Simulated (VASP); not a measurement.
# Cr (P6/mmm) in VASP: further runs, part 2 of 2

VASP 6.6.1. The steps go on from the part before.

## (3) Single point, BLYP (13.73 Å³/atom)

This run uses another cell than the first one, of 13.73 Å³/atom.

Input file INCAR:

```
AGGAC = 1.0
AGGAX = 1.0
ALDAC = 0.0
ALDAX = 1.0
ALGO = Normal
EDIFF = 1E-6
ENCUT = 520
GGA = B5
ISIF = 2
ISMEAR = -1
LASPH = T
LCHARG = F
LREAL = F
LWAVE = F
NBANDS = 25
NELM = 100
PREC = Accurate
SIGMA = 0.1
```

Input file KPOINTS:

```
k-points
0
Gamma
  10 10 15
```

Input file POSCAR:

```
Cr
1.0
    4.4556255598      0.0000000000      0.0000000000
   -2.2278127799      3.8586849245      0.0000000000
    0.0000000000      0.0000000000      2.3951930015
Cr
3
Direct
    1.0000000000      0.0000000000      0.0000000000
    0.3333333333      0.6666666667      0.5000000000
    0.6666666667      0.3333333333      0.5000000000
```

Potentials or basis: VASP PAW PBE potentials, release 64 (Cr_pv).

The run is started by

```sh
cat potpaw_PBE.64/Cr_pv/POTCAR > POTCAR
mpirun -np 1 vasp_std > vasp.out
```

OUTCAR:

```text
EDIFF = 1E-6
   ENCUT = 520
   GGA = B5
   ISIF = 2
   ISMEAR = -1
   LASPH = T
   LREAL = F
   NELM = 100
   PREC = Accurate

 ion  position               nearest neighbor table
   1  0.000  0.000  0.000-   2 2.84   3 2.84   2 2.84   3 2.84   2 2.84   2 2.84   3 2.84   3 2.84
                             3 2.84   3 2.84   2 2.84   2 2.84
   2  0.333  0.667  0.500-   3 2.57   3 2.57   3 2.57   1 2.84   1 2.84   1 2.84   1 2.84   1 2.84
                             1 2.84
   3  0.667  0.333  0.500-   2 2.57   2 2.57   2 2.57   1 2.84   1 2.84   1 2.84   1 2.84   1 2.84
                             1 2.84

  LATTYP: Found a hexagonal cell.
 ALAT       =     4.4556255598
 C/A-ratio  =     0.5375660431

  Lattice vectors:

 A1 = (   4.4556255598,   0.0000000000,   0.0000000000)
 A2 = (  -2.2278127799,   3.8586849245,   0.0000000000)
 A3 = (   0.0000000000,   0.0000000000,   2.3951930015)

Analysis of symmetry for initial positions (statically):
=====================================================================
 Subroutine PRICEL returns:
 Original cell was already a primitive cell.

[... 164 lines left out ...]
  ---------------------------------------------------
  ext. energy  EPLUGINS =         0.00000000
  ---------------------------------------------------
  free energy    TOTEN  =       -23.83864274 eV

  energy without entropy =      -23.65842692  energy(sigma->0) =      -23.74853483

 E-fermi :   9.1021     XC(G=0): -12.1105

 val. band max:        9.1020069698   @ k =   0.3000   0.2000   0.3333
 cond. band min:       9.1047209665   @ k =   0.4000   0.1000   0.4667
 fundamental gap:      0.0027139967
 Fermi energy:         9.1021157616

 k-point     1 :       0.0000    0.0000    0.0000
  band No.  band energies     occupation
      1     -33.8467      2.00000
      2     -33.8467      2.00000
      3     -33.8260      2.00000
      4     -33.8260      2.00000
      5     -33.4885      2.00000
      6     -33.4885      2.00000
[... 661 lines left out ...]
     24      10.9252      0.00000
     25      10.9684      0.00000

 [... further k-points ...]
[... 5 lines left out ...]
  --------------------------------------------------------------------------------------
  -------------------------------------------------------------------------------------
  Total       -4.7727963     -4.7727963     -5.1284059      0.0000000      0.0000000      0.0000000
  in kB     -185.6927544   -185.6927544   -199.5282792      0.0000000      0.0000000      0.0000000
  external PRESSURE =    -190.3045960 kB  Pullay stress =       0.0000000 kB

 VOLUME and BASIS-vectors are now :
 -----------------------------------------------------------------------------
  energy-cutoff  :      520.00
  volume of cell :       41.18
      direct lattice vectors                 reciprocal lattice vectors
     4.455625560  0.000000000  0.000000000     0.224435376  0.129577825  0.000000000
    -2.227812780  3.858684924  0.000000000     0.000000000  0.259155650  0.000000000
     0.000000000  0.000000000  2.395193002     0.000000000  0.000000000  0.417502890

 POSITION                                       TOTAL-FORCE (eV/Angst)
 -----------------------------------------------------------------------------------
      0.00000      0.00000      0.00000        -0.000000      0.000000      0.000000
     -0.00000      2.57246      1.19760        -0.000000      0.000000     -0.000000
      2.22781      1.28623      1.19760         0.000000      0.000000      0.000000
 -----------------------------------------------------------------------------------
    total drift:                                0.000000      0.000000     -0.000000

  FREE ENERGIE OF THE ION-ELECTRON SYSTEM (eV)
  ---------------------------------------------------
  free  energy   TOTEN  =       -23.8386427411 eV

  energy  without entropy=      -23.6584269182  energy(sigma->0) =      -23.74853483
```

stdout:

```text
POSCAR found type information on POSCAR Cr
 POSCAR found :  1 types and       3 ions
 scaLAPACK will be used
 -----------------------------------------------------------------------------
|                                                                             |
|                                                                             |
|     You enforced a specific xc type in the INCAR file but a different       |
|     I HOPE YOU KNOW WHAT YOU ARE DOING!                                     |
|                                                                             |
 -----------------------------------------------------------------------------

 LDA part: xc-table for (Slater(with rela. corr.)+VWN5), standard interpolation
 POSCAR, INCAR and KPOINTS ok, starting setup
 FFT: planning ... GRIDC
 FFT: planning ... GRID_SOFT
 FFT: planning ... GRID
 WAVECAR not read
 entering main loop
```

Wall time 69 s (1 thread of Intel Xeon 6975P-C (Granite Rapids), shared host); peak memory 0.21 GiB.

Results:

```yaml
Free_energy: -23.8386 eV
Pressure: -19.0 GPa
Band_gap_on_the_k_mesh: zero (bands 18 and 19 overlap by 0.75 eV)
```

Stress tensor (GPa, compression positive):
```
-18.57   0.00   0.00
  0.00 -18.57   0.00
  0.00   0.00 -19.95
```

Caveat: the cell stands under tension; the PAW data sets were made with another functional, which shifts forces and pressure a little; the run has no spin polarisation, though such a crystal can be magnetic. Spin polarisation is off, so any magnetic state and its effect on volume and gap are missing.

## (4) Single point, BLYP

This run uses another cell than the first one, of 12.26 Å³/atom.

Input file INCAR:

```
PREC     = Accurate       # precision mode
ENCUT    = 520            # plane-wave cutoff, eV
EDIFF    = 1E-6           # SCF threshold, eV
ISMEAR   = -1             # smearing method
SIGMA    = 0.1            # smearing width, eV
LREAL    = F              # projectors in reciprocal space
LASPH    = T              # aspherical terms in the spheres
NELM     = 80             # most SCF steps
ALGO     = Normal         # electronic algorithm
ISIF     = 2              # what is computed and relaxed
LWAVE    = F              # write WAVECAR
LCHARG   = F              # write CHGCAR
GGA      = B5             # functional
ALDAX    = 1.0          
AGGAX    = 1.0          
AGGAC    = 1.0          
ALDAC    = 0.0          
NBANDS   = 25             # bands
```

Input file KPOINTS:

```
regular mesh
0
Gamma
  11 11 18
```

Input file POSCAR:

```
Cr
1.0
    4.2904483591      0.0000000000      0.0000000000
   -2.1452241795      3.7156372726      0.0000000000
    0.0000000000      0.0000000000      2.3063993473
Cr
3
Direct
    1.0000000000      0.0000000000      0.0000000000
    0.3333333333      0.6666666667      0.5000000000
    0.6666666667      0.3333333333      0.5000000000
```

The run is started by

```sh
cat potpaw_PBE.64/Cr_pv/POTCAR > POTCAR
mpirun -np 1 vasp_std > vasp.out
```

Run time: 72 s. Hardware: 1 thread of Intel Xeon 6975P-C (Granite Rapids), shared host; peak memory 0.22 GiB.

It converged, with:

| Quantity | Value |
| --- | --- |
| Free energy | -24.1264 eV |
| Pressure | 0.0 GPa |
| Band gap on the k mesh | zero (bands 18 and 19 overlap by 0.84 eV) |

Stress tensor (GPa, compression positive):
```
-0.22  0.00  0.00
 0.00 -0.22  0.00
 0.00  0.00  0.32
```

Levels at points of the mesh, in eV from the Fermi level:
```csv
k point,band 15,band 16,band 17,band 18,band 19,band 20,band 21,band 22
"(0.00, 0.00, 0.00)",-1.92,-1.92,-1.84,-0.35,-0.35,1.28,1.28,1.34
"(0.00, 0.00, 0.50)",-1.45,-0.85,-0.85,0.05,0.05,1.41,1.41,1.81
```

Caveat: the PAW data sets were made with another functional, which shifts forces and pressure a little; the run has no spin polarisation, though such a crystal can be magnetic.

## (5) The runs side by side

```csv
cell,k mesh,gap on the mesh (eV),pressure (GPa)
"a = 4.402, b = 4.402, c = 2.366 Å, angles 90.0, 90.0, 120.0°, 3 atoms",10 × 10 × 15,none,-14.0
"a = 4.456, b = 4.456, c = 2.395 Å, angles 90.0, 90.0, 120.0°, 3 atoms",10 × 10 × 15,none,-19.0
"a = 4.290, b = 4.290, c = 2.306 Å, angles 90.0, 90.0, 120.0°, 3 atoms",11 × 11 × 18,none,0.0
```

Alike in all rows: task single point; level BLYP; potentials or basis VASP PAW PBE potentials, release 64 (Cr_pv); no spin polarisation; cutoff (eV) 520; smearing fermi-dirac 0.1 eV.

Caveats: the PAW data sets were made with another functional, which shifts forces and pressure a little; the run has no spin polarisation, though such a crystal can be magnetic; the cell stands under tension (at least some runs).

Total energies depend on the potentials used, so only differences within one code and one set of settings carry meaning.
